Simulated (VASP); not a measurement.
Crystal: GaP.

```
Ga P
1.0
     0.00000    2.70696    2.70696
     2.70696    0.00000    2.70696
     2.70696    2.70696    0.00000
Ga P
1 1
Direct
  0.00000 0.00000 0.00000
  0.75000 0.75000 0.75000
```

Base run:

```yaml
Program: VASP 6.6.1
Functional: b88 exchange, pbe correlation
Potentials_or_basis: VASP PAW PBE potentials, release 64 (Ga_d, P)
Cutoff: 500 eV
k_mesh: 8 × 8 × 8
Occupations: fermi-dirac, width 0.05 eV
Spin: no spin polarisation
```

Its results: band gap on the k mesh 1.61 eV (least direct gap 1.98 eV); pressure 4.1 GPa.

Problem. The run is repeated on the same cell with these changes: functional from b88 exchange, pbe correlation to r2SCAN; cutoff from 500 eV to 520 eV; dispersion from none to D4. What comes out?

Solution. Band gap on the k mesh 1.87 eV (least direct gap 2.52 eV); pressure 0.8 GPa.

Several settings changed at once.

Caveats: the PAW data sets were made with another functional, which shifts forces and pressure a little; the cell stands under pressure (at least some runs).

A k mesh can miss the band edges.
